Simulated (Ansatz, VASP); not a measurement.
**GaN: VASP beside Ansatz**

```
Ga N
1.0
     3.18000    0.00000    0.00000
    -1.59000    2.75396    0.00000
     0.00000    0.00000    5.16600
Ga N
2 2
Cartesian
  0.0000 1.8360 0.0000
  1.5900 0.9180 2.5830
  0.0000 1.8360 1.9373
  1.5900 0.9180 4.5203
```

Alike in both runs: task single point; functional PBE; k mesh 3 × 3 × 2; no spin polarisation.

```csv
,VASP,Ansatz
version,VASP 6.6.1,Ansatz 0.2.0
potentials or method,"VASP PAW PBE potentials, release 64 (Ga_d, N)","plane waves, PAW"
plane-wave cutoff (eV),600,420
occupations,"gaussian, width 0.01 eV",fixed
valence electrons in the cell,36,36
```

```tsv
	VASP	Ansatz	Ansatz less VASP
pressure (GPa)	7.4	7.4	+0.09
```

The k mesh is coarse, so the values compare programs but aren't converged.
